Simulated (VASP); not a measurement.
# InP (zincblende type) (F-43m) in VASP: a series of runs

The runs below take InP (zincblende type) through electric field gradients, with PBE, PBEsol, r2SCAN.

All numbers are computed with VASP 6.6.1; they aren't measurements. Logs are shortened: lines on timing, memory, paths and dates and some standing lists are left out, and cuts for length are marked.

### Step 1. The cell of the first run

Symmetry: F-43m, No. 216, cubic system. The conventional cell has a = 5.960 Å, b = 5.960 Å, c = 5.960 Å, α = 90.00°, β = 90.00°, γ = 90.00°. In (site symmetry -43m) has 4 P at 2.58 Å within 3.4 Å. P (site symmetry -43m) has 4 In at 2.58 Å within 3.4 Å.

### Step 2. Electric field gradients, PBE

Contents of INCAR:

```
  PREC = Accurate
  ENCUT = 520
  EDIFF = 1E-8
  ISMEAR = -1
  SIGMA = 0.08
  LREAL = False
  LASPH = True
  NELM = 100
  ALGO = Normal
  ISIF = 2
  LWAVE = False
  LCHARG = False
  GGA = PE
  LEFG = True
  NBANDS = 16
```

Contents of KPOINTS:

```
regular mesh
0
Gamma
  12 12 12
```

Contents of POSCAR:

```
InP
1.0
    0.0000000000      2.9798790814      2.9798790814
    2.9798790814      0.0000000000      2.9798790814
    2.9798790814      2.9798790814      0.0000000000
In P
1 1
Direct
    0.0000000000      0.0000000000      0.0000000000
    0.2500000000      0.2500000000      0.2500000000
```

Potentials or basis: VASP PAW PBE potentials, release 64 (In_d, P).

Run with:

```bash
cat potpaw_PBE.64/In_d/POTCAR potpaw_PBE.64/P/POTCAR > POTCAR
mpirun -np 1 vasp_std > vasp.out
```

OUTCAR:

```text
PREC = Accurate
   ENCUT = 520
   EDIFF = 1E-8
   ISMEAR = -1
   LREAL = False
   LASPH = True
   NELM = 100
   ISIF = 2
   GGA = PE

 ion  position               nearest neighbor table
   1  0.000  0.000  0.000-   2 2.58   2 2.58   2 2.58   2 2.58
   2  0.250  0.250  0.250-   1 2.58   1 2.58   1 2.58   1 2.58

  LATTYP: Found a face centered cubic cell.
 ALAT       =     5.9597581628

  Lattice vectors:

 A1 = (   0.0000000000,   2.9798790814,   2.9798790814)
 A2 = (   2.9798790814,   0.0000000000,   2.9798790814)
 A3 = (   2.9798790814,   2.9798790814,   0.0000000000)

Analysis of symmetry for initial positions (statically):
=====================================================================
 Subroutine PRICEL returns:
 Original cell was already a primitive cell.

 Routine SETGRP: Setting up the symmetry group for a
 face centered cubic supercell.

 Subroutine GETGRP returns: Found 24 space group operations
 (whereof 24 operations were pure point group operations)
 out of a pool of 48 trial point group operations.

The static configuration has the point symmetry T_d .

Analysis of symmetry for dynamics (positions and initial velocities):
=====================================================================
 Subroutine PRICEL returns:
 Original cell was already a primitive cell.

 Routine SETGRP: Setting up the symmetry group for a
 face centered cubic supercell.

 Subroutine GETGRP returns: Found 24 space group operations
 (whereof 24 operations were pure point group operations)
 out of a pool of 48 trial point group operations.

The dynamic configuration has the point symmetry T_d .

 Subroutine INISYM returns: Found 24 space group operations
 (whereof 24 operations are pure point group operations),
 and found     1 'primitive' translations

----------------------------------------------------------------------------------------

                                     Primitive cell

  volume of cell :      52.9207

  direct lattice vectors                    reciprocal lattice vectors
     0.000000000  2.979879081  2.979879081    -0.167792043  0.167792043  0.167792043
     2.979879081  0.000000000  2.979879081     0.167792043 -0.167792043  0.167792043
     2.979879081  2.979879081  0.000000000     0.167792043  0.167792043 -0.167792043

  length of vectors
[... 113 lines left out ...]
 non-spin polarized calculation
  energy-cutoff  :      520.00
  volume of cell :       52.92
 maximum number of plane-waves:      1458
   NGX = 15   NGY = 15   NGZ = 15

 number of electron      18.0000005 magnetization

 Free energy of the ion-electron system (eV)
  ---------------------------------------------------
  ext. energy  EPLUGINS =         0.00000000
  ---------------------------------------------------
  free energy    TOTEN  =        -8.40845093 eV

  energy without entropy =       -8.40826768  energy(sigma->0) =       -8.40835931

 E-fermi :   4.9927     XC(G=0):  -9.0627

 val. band max:        4.6546850211   @ k =   0.0000   0.0000   0.0000
 cond. band min:       5.0934169538   @ k =   0.0000   0.0000   0.0000
 fundamental gap:      0.4387319327
 Fermi energy:         4.9927142330

 k-point     1 :       0.0000    0.0000    0.0000
  band No.  band energies     occupation
      1      -9.4391      2.00000
      2      -9.4391      2.00000
      3      -9.4391      2.00000
      4      -9.3105      2.00000
      5      -9.3105      2.00000
      6      -6.5311      2.00000
[... 433 lines left out ...]
      3      -9.3926      2.00000
      4      -9.3077      2.00000
      5      -9.3012      2.00000
      6      -4.8064      2.00000
[... 8 lines left out ...]
     15      14.2471      0.00000
     16      15.2640      0.00000

 [... further k-points ...]
[... 5 lines left out ...]
  --------------------------------------------------------------------------------------
  -------------------------------------------------------------------------------------
  Total       -0.0156375     -0.0156375     -0.0156375     -0.0000000     -0.0000000     -0.0000000
  in kB       -0.4734256     -0.4734256     -0.4734256     -0.0000000     -0.0000000     -0.0000000
  external PRESSURE =      -0.4734256 kB  Pullay stress =       0.0000000 kB

 VOLUME and BASIS-vectors are now :
 -----------------------------------------------------------------------------
  energy-cutoff  :      520.00
  volume of cell :       52.92
      direct lattice vectors                 reciprocal lattice vectors
     0.000000000  2.979879081  2.979879081    -0.167792043  0.167792043  0.167792043
     2.979879081  0.000000000  2.979879081     0.167792043 -0.167792043  0.167792043
     2.979879081  2.979879081  0.000000000     0.167792043  0.167792043 -0.167792043

 POSITION                                       TOTAL-FORCE (eV/Angst)
 -----------------------------------------------------------------------------------
      0.00000      0.00000      0.00000         0.000000      0.000000     -0.000000
      1.48994      1.48994      1.48994        -0.000000     -0.000000      0.000000
 -----------------------------------------------------------------------------------
    total drift:                               -0.000000     -0.000000     -0.000000

  FREE ENERGIE OF THE ION-ELECTRON SYSTEM (eV)
  ---------------------------------------------------
  free  energy   TOTEN  =        -8.4084509287 eV

  energy  without entropy=       -8.4082676838  energy(sigma->0) =       -8.40835931

 Electric field gradients (V/A^2)
---------------------------------------------------------------------
 ion       V_xx      V_yy      V_zz      V_xy      V_xz      V_yz
---------------------------------------------------------------------
   1      -0.000    -0.000    -0.000     0.001     0.001     0.001
   2       0.000    -0.000     0.000    -0.000    -0.000    -0.000
---------------------------------------------------------------------

 Electric field gradients after diagonalization (V/A^2)
 (convention: |V_zz| > |V_xx| > |V_yy|)
----------------------------------------------------------------------
 ion       V_xx      V_yy      V_zz     asymmetry (V_yy - V_xx)/ V_zz
----------------------------------------------------------------------
   1      -0.001    -0.001     0.003       0.000
   2       0.000     0.000    -0.001       0.000
----------------------------------------------------------------------

           NMR quadrupolar parameters

 Cq : quadrupolar parameter    Cq=e*Q*V_zz/h
 eta: asymmetry parameters     (V_yy - V_xx)/ V_zz
 Q  : nuclear electric quadrupole moment in mb (millibarn)
----------------------------------------------------------------------
 ion       Cq(MHz)       eta       Q (mb)
----------------------------------------------------------------------
   1       0.000       0.000       1.000
   2      -0.000       0.000       1.000
----------------------------------------------------------------------
```

It took 32 s on 1 thread of Intel Xeon 6975P-C (Granite Rapids), shared host; peak memory 0.2 GiB.

What came out:

```
Free energy            : -8.4085 eV
Pressure               : 0.0 GPa
Band gap on the k mesh : 0.44 eV, direct
```

Caveat: without QUAD_EFG the Cq values of the log hold for a quadrupole moment of 1 mb, not for the nuclei; spin-orbit coupling is left out, which moves the levels of the heavy elements.

### Step 3. Electric field gradients, PBEsol

Contents of INCAR:

```
PREC     = Accurate       # precision mode
ENCUT    = 520            # plane-wave cutoff, eV
EDIFF    = 1E-8           # SCF threshold, eV
ISMEAR   = -1             # smearing method
SIGMA    = 0.08           # smearing width, eV
LREAL    = False          # projectors in reciprocal space
LASPH    = True           # aspherical terms in the spheres
NELM     = 80             # most SCF steps
ALGO     = Normal         # electronic algorithm
ISIF     = 2              # what is computed and relaxed
LWAVE    = False          # write WAVECAR
LCHARG   = False          # write CHGCAR
GGA      = PS             # functional
LEFG     = True         
NBANDS   = 16             # bands
```

KPOINTS is that of step 2.

Contents of POSCAR:

```
InP
1.0
    0.0000000000      2.9798790903      2.9798790903
    2.9798790903      0.0000000000      2.9798790903
    2.9798790903      2.9798790903      0.0000000000
In P
1 1
Direct
    0.0000000000      0.0000000000      0.0000000000
    0.2500000000      0.2500000000      0.2500000000
```

Potentials or basis: VASP PAW PBE potentials, release 64 (In_d, P).

Run with:

```bash
cat potpaw_PBE.64/In_d/POTCAR potpaw_PBE.64/P/POTCAR > POTCAR
mpirun -np 1 vasp_std > vasp.out
```

OUTCAR:

```text
PREC = Accurate
   ENCUT = 520
   EDIFF = 1E-8
   ISMEAR = -1
   LREAL = False
   LASPH = True
   NELM = 80
   ISIF = 2
   GGA = PS

 ion  position               nearest neighbor table
   1  0.000  0.000  0.000-   2 2.58   2 2.58   2 2.58   2 2.58
   2  0.250  0.250  0.250-   1 2.58   1 2.58   1 2.58   1 2.58

  LATTYP: Found a face centered cubic cell.
 ALAT       =     5.9597581806

  Lattice vectors:

 A1 = (   0.0000000000,   2.9798790903,   2.9798790903)
 A2 = (   2.9798790903,   0.0000000000,   2.9798790903)
 A3 = (   2.9798790903,   2.9798790903,   0.0000000000)

Analysis of symmetry for initial positions (statically):
=====================================================================
 Subroutine PRICEL returns:
 Original cell was already a primitive cell.

 Routine SETGRP: Setting up the symmetry group for a
 face centered cubic supercell.

 Subroutine GETGRP returns: Found 24 space group operations
 (whereof 24 operations were pure point group operations)
 out of a pool of 48 trial point group operations.

The static configuration has the point symmetry T_d .

Analysis of symmetry for dynamics (positions and initial velocities):
=====================================================================
 Subroutine PRICEL returns:
 Original cell was already a primitive cell.

 Routine SETGRP: Setting up the symmetry group for a
 face centered cubic supercell.

 Subroutine GETGRP returns: Found 24 space group operations
 (whereof 24 operations were pure point group operations)
 out of a pool of 48 trial point group operations.

The dynamic configuration has the point symmetry T_d .

 Subroutine INISYM returns: Found 24 space group operations
 (whereof 24 operations are pure point group operations),
 and found     1 'primitive' translations

----------------------------------------------------------------------------------------

                                     Primitive cell

  volume of cell :      52.9207

  direct lattice vectors                    reciprocal lattice vectors
     0.000000000  2.979879090  2.979879090    -0.167792043  0.167792043  0.167792043
     2.979879090  0.000000000  2.979879090     0.167792043 -0.167792043  0.167792043
     2.979879090  2.979879090  0.000000000     0.167792043  0.167792043 -0.167792043

  length of vectors
     4.214185424  4.214185424  4.214185424     0.290624343  0.290624343  0.290624343

  position of ions in fractional coordinates (direct lattice)
     0.000000000  0.000000000  0.000000000
     0.250000000  0.250000000  0.250000000

  ion indices of the primitive-cell ions
   primitive index   ion index
                 1           1
                 2           2

----------------------------------------------------------------------------------------

 KPOINTS: regular mesh

Automatic generation of k-mesh.
 Grid dimensions read from file:
 generate k-points for:   12   12   12

 Generating k-lattice:

[... 62 lines left out ...]
   LREAL  =      F    real-space projection
   EDIFFG = 0.1E-06   stopping-criterion for IOM
   NSW    =      0    number of steps for IOM
   IBRION =     -1    ionic relax: 0-MD 1-quasi-New 2-CG
   NFREE  =      0    steps in history (QN), initial steepest desc. (CG)
   ISIF   =      2    stress and relaxation
   ISYM   =      2    0-nonsym 1-usesym 2-fastsym
   POTIM  = 0.5000    time-step for ionic-motion
   TEBEG  =    0.0;   TEEND  =   0.0 temperature during run
   PSTRESS=    0.0 pullay stress
   NELECT =      18.0000    total number of electrons
   NUPDOWN=      -1.0000    fix difference up-down
   EMIN   =  10.00;   EMAX   =-10.00  energy-range for DOS
   EFERMI =   0.00;   METHOD = LEGACY
   ISMEAR =    -1;   SIGMA  =   0.08  broadening in eV -4-tet -1-fermi 0-gaus
   EFERMI_NEDOS =   21; number of points for ismear=-14 and -15
   IALGO  =     38    algorithm
   IMIX   =      4    mixing-type and parameters
     AMIX     =   0.40;   BMIX     =  1.00
     AMIX_MAG =   1.60;   BMIX_MAG =  1.00
  volume/ion in A,a.u.               =      26.46       178.56
  Fermi-wavevector in a.u.,A,eV,Ry     =   1.142765  2.159513 17.768017  1.305912
  Thomas-Fermi vector in A             =   2.279462
   LORBIT       =      0    0 simple, 1 ext, 2 COOP (PROOUT), +10 PAW based schemes
   GGA     = PS    functional components
   LHFCALC =     F    Hartree Fock is set to
   AEXX    =    0.0000 exact exchange contribution
   IVDW    =     0    specifies the selected vdW correction
   LEPSILON=     F    determine dielectric tensor
   LRPA    =     F    only Hartree local field effects (RPA)
 non-spin polarized calculation
  energy-cutoff  :      520.00
  volume of cell :       52.92
 maximum number of plane-waves:      1458
   NGX = 15   NGY = 15   NGZ = 15

 number of electron      18.0000005 magnetization

 Free energy of the ion-electron system (eV)
  ---------------------------------------------------
  ext. energy  EPLUGINS =         0.00000000
  ---------------------------------------------------
  free energy    TOTEN  =        -9.14041092 eV

  energy without entropy =       -9.14015234  energy(sigma->0) =       -9.14028163

 E-fermi :   4.8549     XC(G=0):  -9.2603

 val. band max:        4.5568165140   @ k =   0.0000   0.0000   0.0000
 cond. band min:       4.9030427890   @ k =   0.0000   0.0000   0.0000
 fundamental gap:      0.3462262750
 Fermi energy:         4.8549066720

 k-point     1 :       0.0000    0.0000    0.0000
  band No.  band energies     occupation
      1      -9.4964      2.00000
      2      -9.4964      2.00000
      3      -9.4964      2.00000
      4      -9.3653      2.00000
      5      -9.3653      2.00000
      6      -6.6568      2.00000
[... 433 lines left out ...]
      3      -9.4491      2.00000
      4      -9.3628      2.00000
      5      -9.3560      2.00000
      6      -4.9053      2.00000
[... 8 lines left out ...]
     15      14.0908      0.00000
     16      15.0212      0.00000

 [... further k-points ...]
[... 5 lines left out ...]
  --------------------------------------------------------------------------------------
  -------------------------------------------------------------------------------------
  Total       -0.8255584     -0.8255584     -0.8255584      0.0000000      0.0000000      0.0000000
  in kB      -24.9938111    -24.9938111    -24.9938111      0.0000000      0.0000000      0.0000000
  external PRESSURE =     -24.9938111 kB  Pullay stress =       0.0000000 kB

 VOLUME and BASIS-vectors are now :
 -----------------------------------------------------------------------------
  energy-cutoff  :      520.00
  volume of cell :       52.92
      direct lattice vectors                 reciprocal lattice vectors
     0.000000000  2.979879090  2.979879090    -0.167792043  0.167792043  0.167792043
     2.979879090  0.000000000  2.979879090     0.167792043 -0.167792043  0.167792043
     2.979879090  2.979879090  0.000000000     0.167792043  0.167792043 -0.167792043

 POSITION                                       TOTAL-FORCE (eV/Angst)
 -----------------------------------------------------------------------------------
      0.00000      0.00000      0.00000         0.000000      0.000000      0.000000
      1.48994      1.48994      1.48994        -0.000000     -0.000000     -0.000000
 -----------------------------------------------------------------------------------
    total drift:                               -0.000000     -0.000000     -0.000000

  FREE ENERGIE OF THE ION-ELECTRON SYSTEM (eV)
  ---------------------------------------------------
  free  energy   TOTEN  =        -9.1404109224 eV

  energy  without entropy=       -9.1401523370  energy(sigma->0) =       -9.14028163

 Electric field gradients (V/A^2)
---------------------------------------------------------------------
 ion       V_xx      V_yy      V_zz      V_xy      V_xz      V_yz
---------------------------------------------------------------------
   1      -0.000     0.000    -0.000     0.001     0.001     0.001
   2       0.000     0.000     0.000    -0.000    -0.000    -0.000
---------------------------------------------------------------------

 Electric field gradients after diagonalization (V/A^2)
 (convention: |V_zz| > |V_xx| > |V_yy|)
----------------------------------------------------------------------
 ion       V_xx      V_yy      V_zz     asymmetry (V_yy - V_xx)/ V_zz
----------------------------------------------------------------------
   1      -0.001    -0.001     0.003       0.000
   2       0.000     0.000    -0.001       0.000
----------------------------------------------------------------------

           NMR quadrupolar parameters

 Cq : quadrupolar parameter    Cq=e*Q*V_zz/h
 eta: asymmetry parameters     (V_yy - V_xx)/ V_zz
 Q  : nuclear electric quadrupole moment in mb (millibarn)
----------------------------------------------------------------------
 ion       Cq(MHz)       eta       Q (mb)
----------------------------------------------------------------------
   1       0.000       0.000       1.000
   2      -0.000       0.000       1.000
----------------------------------------------------------------------
```

Wall time 60 s (1 thread of AMD EPYC 7R43 (Zen 3), shared host); peak memory 0.18 GiB.

Results:

| Quantity | Value |
| --- | --- |
| Free energy | -9.1404 eV |
| Pressure | -2.5 GPa |
| Band gap on the k mesh | 0.35 eV, direct |

Levels at points of the mesh, in eV from the valence-band top:
```
           k point  band 5  band 6  band 7  band 8  band 9  band 10  band 11  band 12  band 13  band 14
(0.00, 0.00, 0.00)  -13.92  -11.21    0.00    0.00    0.00     0.35     4.02     4.02     4.02     8.13
(0.50, 0.00, 0.00)  -13.91   -9.62   -5.54   -0.91   -0.91     1.28     4.73     4.73     6.85     9.09
(0.50, 0.50, 0.00)  -13.89   -9.02   -5.60   -2.19   -2.19     1.72     2.17     8.79     9.19     9.19
```

Caveat: without QUAD_EFG the Cq values of the log hold for a quadrupole moment of 1 mb, not for the nuclei; the PAW data sets were made with another functional, which shifts forces and pressure a little; spin-orbit coupling is left out, which moves the levels of the heavy elements.

[end of part 1 of 3]
